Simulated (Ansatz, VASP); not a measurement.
AlSi23HO48 in VASP and in Ansatz

```
Si O Al H
1.0
     9.83160    0.00000    0.00000
    -4.91580    8.51441    0.00000
     0.00000    0.00000   10.81820
Si O Al H
23 48 1 1
Direct
  0.27079 0.00015 0.16023
  0.00311 0.27388 0.33726
  0.22577 0.23272 0.00106
  0.26626 0.99635 0.66158
  0.99733 0.26954 0.83715
  0.23246 0.22407 0.49660
  0.26838 0.50202 0.16888
  0.00460 0.77041 0.33325
  0.23075 0.72808 0.99527
  0.99830 0.76606 0.83163
  0.23774 0.73554 0.49726
  0.76902 0.00998 0.16579
  0.49877 0.26303 0.32820
  0.72711 0.23496 0.99833
  0.76994 0.00285 0.66561
  0.48972 0.26907 0.82993
  0.73085 0.23360 0.50056
  0.76876 0.50191 0.16919
  0.50087 0.77287 0.33079
  0.74444 0.74466 0.00645
  0.75748 0.50063 0.66414
  0.50876 0.77017 0.84005
  0.73678 0.74008 0.49528
  0.06700 0.20146 0.44238
  0.29337 0.36357 0.11091
  0.14244 0.43808 0.28162
  0.20473 0.06878 0.05358
  0.35637 0.28341 0.38113
  0.43744 0.13642 0.21519
  0.05727 0.20094 0.95008
  0.30109 0.34612 0.60882
  0.13444 0.43353 0.78725
  0.20073 0.05380 0.54667
  0.35299 0.29618 0.88785
  0.42709 0.13776 0.72148
  0.07156 0.71361 0.44681
  0.30131 0.86718 0.09818
  0.14159 0.93030 0.27060
  0.20289 0.56748 0.05903
  0.36420 0.80360 0.38312
  0.43535 0.64070 0.22163
  0.06615 0.70237 0.94070
  0.30415 0.86412 0.61004
  0.13527 0.92727 0.77156
  0.21527 0.57371 0.54738
  0.35596 0.77876 0.88022
  0.45522 0.62068 0.73690
  0.56746 0.20103 0.43809
  0.79211 0.36397 0.10917
  0.63540 0.43190 0.27653
  0.69824 0.06889 0.05457
  0.86991 0.30558 0.39763
  0.93027 0.15143 0.22209
  0.56573 0.21551 0.93992
  0.77804 0.35689 0.61509
  0.61637 0.44059 0.76892
  0.70681 0.06948 0.55560
  0.85424 0.29268 0.88760
  0.93113 0.13755 0.72655
  0.57139 0.71435 0.44206
  0.80850 0.87856 0.11256
  0.63890 0.93752 0.27499
  0.71264 0.57825 0.06095
  0.86704 0.80139 0.38565
  0.93444 0.63426 0.22733
  0.57715 0.71789 0.95441
  0.79784 0.86549 0.60931
  0.63403 0.92975 0.77281
  0.70533 0.57295 0.55080
  0.86631 0.80038 0.89095
  0.92055 0.63170 0.72558
  0.26001 0.48562 0.66354
  0.53127 0.54181 0.75260
```

Alike in both runs: task single point; functional PBE; dispersion D3(BJ); k mesh 1 × 1 × 1; occupations gaussian, width 0.02 eV; no spin polarisation.

```csv
,VASP,Ansatz
version,VASP 6.6.1,Ansatz 0.2.0
potentials or method,"VASP PAW PBE potentials, release 64 (Si, O, Al, H)","scalar-relativistic, plane waves, PAW"
plane-wave cutoff (eV),520,420
valence electrons in the cell,384,384
```

|  | VASP | Ansatz | Ansatz less VASP |
| --- | --- | --- | --- |
| gap on the k mesh at the Fermi level (eV) | 5.11 | 5.12 | +0.005 |
| least direct gap on the mesh (eV) | 5.11 | 5.12 | +0.005 |
